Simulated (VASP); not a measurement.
Set up this calculation in VASP 6.6.1, as the native input.

| Property | Result |
| --- | --- |
| Task | single point |
| Functional | PBE |
| Potentials or basis | VASP PAW PBE potentials, release 64 (Zr_sv, O) |
| Cutoff | 520 eV |
| k mesh | 6 × 6 × 2 |
| Occupations | gaussian, width 0.1 eV |
| Spin | no spin polarisation |
| Dipole correction | no |
| Further INCAR settings | ALGO = Normal; EDIFF = 1e-07; NBANDS = 30 |

The structure of ZrO5 lies in POSCAR:

```
ZrO5
1.0
    3.1694685400      0.0000000000      0.0000000000
   -1.5847342700      2.7448402700      0.0000000000
    0.0000000000      0.0000000000      7.6247172600
Zr O
1 5
Direct
    0.0000000000      0.0000000000      0.0000000000
    0.3333333300      0.6666666700      0.1637571400
    0.3333333300      0.6666666700      0.8362428600
    0.6666666700      0.3333333300      0.8362428600
    0.6666666700      0.3333333300      0.1637571400
    0.0000000000      0.0000000000      0.5000000000
```

The cell was built from a structure type or drawn by symmetry, and may not be a known phase.

One way to write it, as run:

INCAR

```
PREC = Accurate
ENCUT = 520
EDIFF = 1E-7
ISMEAR = 0
SIGMA = 0.1
LREAL = False
LASPH = True
NELM = 80
ALGO = Normal
ISIF = 2
LWAVE = False
LCHARG = False
GGA = PE
NBANDS = 30
```

KPOINTS

```
regular mesh
0
Gamma
  6 6 2
```

Potentials or basis: VASP PAW PBE potentials, release 64 (Zr_sv, O).

Launch:

```bash
$ cat potpaw_PBE.64/Zr_sv/POTCAR potpaw_PBE.64/O/POTCAR > POTCAR
$ mpirun -np 1 vasp_std > vasp.out
```

It gave:

```
Pressure               : 38.9 GPa
Largest force          : 1.418 eV/Å
Band gap on the k mesh : zero (bands 21 and 22 overlap by 0.32 eV)
```

Caveat: the k points lie up to 0.41 Å⁻¹ apart; forces of over 1 eV/Å act on the atoms, so gaps and moduli don't describe the material at rest.

Wall time 90 s on 1 thread of Intel Xeon 8259CL, on a shared host, peak memory 0.18 GiB.
